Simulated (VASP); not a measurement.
Wanted: the native input for a VASP 6.6.1 run.

| Quantity | Value |
| --- | --- |
| Task | single point |
| Functional | PBE |
| Potentials or basis | VASP PAW PBE potentials, release 64 (Ti_sv) |
| Cutoff | 520 eV |
| k mesh | 10 × 10 × 6 |
| Occupations | gaussian, width 0.015 eV |
| Spin | no spin polarisation |
| Dipole correction | no |
| Further INCAR settings | ALGO = Normal; EDIFF = 1e-06; NBANDS = 19 |

The structure of Ti lies in POSCAR:

```
Ti
1.0
    2.9500000000      0.0000000000      0.0000000000
   -1.4750000000      2.5547749412      0.0000000000
    0.0000000000      0.0000000000      4.6800000000
Ti
2
Direct
    0.6666666667      0.3333333333      0.7500000000
    0.3333333333      0.6666666667      0.2500000000
```

One way to write it, as run:

INCAR

```
  ALGO = Normal
  EDIFF = 1E-6
  ENCUT = 520
  GGA = PE
  ISIF = 2
  ISMEAR = 0
  LASPH = T
  LCHARG = F
  LREAL = F
  LWAVE = F
  NBANDS = 19
  NELM = 100
  PREC = Accurate
  SIGMA = 0.015
```

KPOINTS

```
k-points
0
Gamma
  10 10 6
```

Potentials or basis: VASP PAW PBE potentials, release 64 (Ti_sv).

Run with:

```console
$ cat potpaw_PBE.64/Ti_sv/POTCAR > POTCAR
$ mpirun -np 1 vasp_std > vasp.out
```

It gave:

- Pressure: -1.7 GPa
- Band gap on the k mesh: zero (band 12 reaches 8.94 eV, above the bottom of band 13 at 7.94 eV)

Run time: 26 s on 1 thread of Intel(R) Xeon(R) Platinum 8375C CPU @ 2.90GHz (Ice Lake), on a shared host, peak memory 0.17 GiB.
